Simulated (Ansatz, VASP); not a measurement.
**One calculation of ZnH5, two programs**

File INCAR:

```
ALGO     = Normal         # electronic algorithm
EDIFF    = 1E-6           # SCF threshold, eV
EDIFFG   = -0.04          # ionic threshold
ENCUT    = 600            # plane-wave cutoff, eV
GGA      = PE             # functional
IBRION   = 2              # ionic algorithm
ISIF     = 3              # what is computed and relaxed
ISMEAR   = 0              # smearing method
LASPH    = T              # aspherical terms in the spheres
LCHARG   = F              # write CHGCAR
LREAL    = F              # projectors in reciprocal space
LWAVE    = F              # write WAVECAR
NELM     = 80             # most SCF steps
NSW      = 90             # ionic steps
PREC     = Accurate       # precision mode
SIGMA    = 0.1            # smearing width, eV
```

KPOINTS

```
k-points
0
Gamma
  6 6 4
```

POSCAR

```
ZnH5
1.0
    3.2225142300      0.0000000000      0.0000000000
   -1.6112571200      2.7907791900      0.0000000000
    0.0000000000      0.0000000000      4.8338253000
Zn H
1 5
Direct
    0.0000000000      0.0000000000      0.0000000000
    0.0000000000      0.0000000000      0.6350366500
    0.0000000000      0.0000000000      0.3649633500
    0.2375938000      0.7624062000      0.0000000000
    0.2375938000      0.4751876000      0.0000000000
    0.5248124000      0.7624062000      0.0000000000
```

Input for Ansatz:

```yaml
crystal:
  lattice:
    - [3.22251423, 0.0, 0.0]
    - [-1.61125712, 2.79077919, 0.0]
    - [0.0, 0.0, 4.8338253]
  atoms:
    - { symbol: Zn, position: [0.0, 0.0, 0.0] }
    - { symbol: H, position: [0.0, 0.0, 0.63503665] }
    - { symbol: H, position: [0.0, 0.0, 0.36496335] }
    - { symbol: H, position: [0.2375938, 0.7624062, 0.0] }
    - { symbol: H, position: [0.2375938, 0.4751876, 0.0] }
    - { symbol: H, position: [0.5248124, 0.7624062, 0.0] }
basis:
  ecutwfc: 420
kpoints:
  mp_grid: { grid: [6, 6, 4] }
hamiltonian:
  xc: pbe
scf:
  occupations: { method: gaussian, width: 0.1 }
  lower_state_search: "off"
output:
  forces: true
  stress: true
  eigenvalues: true
relax:
  adjacent_minimum: "off"
  f_tol: 0.04
  max_steps: 70
  cell: { stress_tol: 0.4 }
```

Alike in both runs: task relaxation of cell and atoms; functional PBE; k mesh 6 × 6 × 4; occupations gaussian, width 0.1 eV; no spin polarisation.

```csv
,VASP,Ansatz
version,VASP 6.6.1,Ansatz 0.2.0
potentials or method,"VASP PAW PBE potentials, release 64 (Zn, H), cutoff 600 eV","scalar-relativistic, plane waves, PAW"
valence electrons in the cell,17,17
```

```csv
,VASP,Ansatz,Ansatz less VASP
"gap on the k mesh at the Fermi level, each at its own relaxed structure (eV)",none,none,-
relaxed volume (Å³/atom),15.37,15.93,+0.564
relaxed length of the cell vector where the two differ most in proportion (Å),5.718,5.817,+0.0986
```

A gap of «none» marks a metal or a gap that the smearing closes.

The k mesh is coarse, so the values compare programs but aren't converged. Noted on VASP's run: the volume moved by over 15 % at a fixed basis, so the end points are rough.
